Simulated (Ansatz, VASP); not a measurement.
MgO: VASP beside Ansatz

```
Mg O
1.0
     0.00000    2.10124    2.10124
     2.10124    0.00000    2.10124
     2.10124    2.10124    0.00000
Mg O
1 1
Direct
  0.00000 0.00000 0.00000
  0.50000 0.50000 0.50000
```

Alike in both runs: task relaxation of cell and atoms; functional PBE; k mesh 10 × 10 × 10; occupations gaussian, width 0.02 eV; no spin polarisation.

|  | VASP | Ansatz |
| --- | --- | --- |
| version | VASP 6.6.1 | Ansatz 0.2.0 |
| potentials or method | VASP PAW PBE potentials, release 64 (Mg, O), cutoff 600 eV | scalar-relativistic, plane waves, PAW |
| valence electrons in the cell | 8 | 16 |

VASP gave:

| Quantity | Value |
| --- | --- |
| gap on the k mesh at the Fermi level, each at its own relaxed structure (eV) | 4.50 |
| relaxed volume (Å³/atom) | 9.56 |
| relaxed cell length with the largest relative difference (Å) | 3.002 |

Q: Estimate Ansatz's values.

A: gap on the k mesh at the Fermi level, each at its own relaxed structure (eV): 4.46; relaxed volume (Å³/atom): 9.62; relaxed cell length with the largest relative difference (Å): 3.008.

VASP's potentials hold 8 valence electrons a cell and Ansatz's 16, so a difference there can come from the potentials and not from the codes.
